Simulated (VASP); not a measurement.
The system is Ta4N.

```
CELL_PARAMETERS angstrom
4.16363 0.00000 0.00000
0.00000 4.16363 0.00000
0.00000 0.00000 4.16363
ATOMIC_POSITIONS crystal
Ta 0.50000 0.50000 0.50000
Ta 0.00000 0.50000 0.50000
Ta 0.50000 0.00000 0.50000
Ta 0.50000 0.50000 0.00000
N 0.00000 0.00000 0.00000
```

```yaml
Program: VASP 6.6.1
Task: relaxation of cell and atoms
Functional: PBE
Potentials_or_basis: VASP PAW PBE potentials, release 64 (Ta_pv, N)
Cutoff: 600 eV
k_mesh: 4 × 4 × 4
Occupations: gaussian, width 0.1 eV
Spin: no spin polarisation
```

At the start: pressure 129.7 GPa; volume 14.44 Å³/atom.

Problem. Where does the relaxation end?

Solution. Over 8 steps the energy falls by 2239.2 meV/atom and the volume is 22.96 Å³/atom (+59.0 %); space group Pm-3m (No. 221, to 0.05 Å).

Step by step:
```csv
step,energy change (eV),largest force (eV/Å),pressure (GPa),volume (Å³)
1,0.0000,0.0000,129.67,72.18
2,5.4200,0.0000,-16.09,275.94
3,-10.7615,0.0000,-9.47,128.34
4,-11.1027,0.0000,-4.82,120.77
5,-11.1959,0.0000,0.31,114.46
6,-11.1950,0.0000,-0.59,115.44
7,-11.1953,0.0000,0.52,114.22
8,-11.1962,0.0000,-0.01,114.79
```

Final structure:
```yaml
crystal:
  lattice:
    - [4.86002, 0.00000, 0.00000]
    - [0.00000, 4.86002, 0.00000]
    - [0.00000, 0.00000, 4.86002]
  atoms:
    - { symbol: Ta, position: [0.50000, 0.50000, 0.50000] }
    - { symbol: Ta, position: [0.00000, 0.50000, 0.50000] }
    - { symbol: Ta, position: [0.50000, 0.00000, 0.50000] }
    - { symbol: Ta, position: [0.50000, 0.50000, 0.00000] }
    - { symbol: N, position: [0.00000, 0.00000, 0.00000] }
```

Caveat: the k points lie up to 0.32 Å⁻¹ apart in the final cell; the volume moved by over 15 % at a fixed basis, so the end points are rough.
